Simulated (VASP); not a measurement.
# ZnS: single point with PBE+D3(BJ)

Crystal: ZnS.

```
Zn S
1.0
     0.00000    2.66982    2.66982
     2.66982    0.00000    2.66982
     2.66982    2.66982    0.00000
Zn S
1 1
Direct
  0.00000 0.00000 0.00000
  0.75000 0.75000 0.75000
```

This cell differs from its parent crystal: volume scaled by 0.98.

```json
{"Program": "VASP 6.6.1", "Task": "single point", "Functional": "PBE", "Dispersion": "D3(BJ)", "Potentials or basis": "VASP PAW PBE potentials, release 64 (Zn, S)", "Cutoff": "520 eV", "k mesh": "8 × 8 × 8", "Occupations": "gaussian, width 0.05 eV", "Spin": "no spin polarisation", "Dipole correction": "no", "Further INCAR settings": "ALGO = Normal; EDIFF = 1e-06; NBANDS = 16"}
```

```
Pressure                   : 1.8 GPa
Band gap on the k mesh     : 2.27 eV, direct
Dispersion energy per atom : -0.321 eV
```

Levels at points of the mesh, in eV from the valence-band top:
| k point | band 6 | band 7 | band 8 | band 9 | band 10 | band 11 | band 12 | band 13 |
| --- | --- | --- | --- | --- | --- | --- | --- | --- |
| (0.00, 0.00, 0.00) | -5.95 | 0.00 | 0.00 | 0.00 | 2.27 | 6.37 | 6.37 | 6.37 |
| (0.50, 0.00, 0.00) | -5.74 | -5.53 | -0.92 | -0.92 | 3.38 | 6.90 | 6.90 | 9.01 |
| (0.50, 0.50, 0.00) | -5.72 | -4.70 | -2.35 | -2.35 | 3.32 | 4.07 | 11.24 | 12.22 |

It took 20 s on 1 thread of Intel(R) Xeon(R) Platinum 8488C (Sapphire Rapids), with other jobs on the host, peak memory 0.16 GiB.
